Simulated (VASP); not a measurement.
Write the native input for VASP 6.6.1 that does the following.

```yaml
Task: single point
Functional: RPBE
Potentials_or_basis: VASP PAW PBE potentials, release 64 (Sn_d, O)
Cutoff: 520 eV
k_mesh: 5 × 5 × 6
Occupations: fermi-dirac, width 0.05 eV
Spin: no spin polarisation
Dipole_correction: no
Further_INCAR_settings: ALGO = Normal; EDIFF = 1e-06; NBANDS = 35
```

The structure of SnO2 lies in POSCAR:

```
SnO2
1.0
    4.7880040000      0.0000000000      0.0000000000
    0.0000000000      4.8665820000      0.0000000000
    0.0000000000      0.0000000000      3.2408980000
Sn O
2 4
Direct
    0.0000000000      0.0000000000      0.0000000000
    0.5000000000      0.5000000000      0.5000000000
    0.7081450000      0.6789580000      0.0000000000
    0.2081450000      0.8210420000      0.5000000000
    0.7918550000      0.1789580000      0.5000000000
    0.2918550000      0.3210420000      0.0000000000
```

The input as run:

INCAR

```
  PREC = Accurate
  ENCUT = 520
  EDIFF = 1E-6
  ISMEAR = -1
  SIGMA = 0.05
  LREAL = F
  LASPH = T
  NELM = 60
  ALGO = Normal
  ISIF = 2
  LWAVE = F
  LCHARG = T
  GGA = RP
  LELF = T
  LVHAR = T
  NBANDS = 35
```

KPOINTS

```
regular mesh
0
Gamma
  5 5 6
```

Potentials or basis: VASP PAW PBE potentials, release 64 (Sn_d, O).

Launch:

```console
$ cat potpaw_PBE.64/Sn_d/POTCAR potpaw_PBE.64/O/POTCAR > POTCAR
$ mpirun -np 1 vasp_std > vasp.out
```

It gave:

```
Pressure               : 4.0 GPa
Largest force          : 0.062 eV/Å
Band gap on the k mesh : 0.87 eV
```

Caveat: the cell stands under pressure; the PAW data sets were made with another functional, which shifts forces and pressure a little; spin-orbit coupling is left out, which moves the levels of the heavy elements.

Run time: 2.2 min on 1 thread of Intel Xeon 8259CL (shared host), peak memory 0.22 GiB.
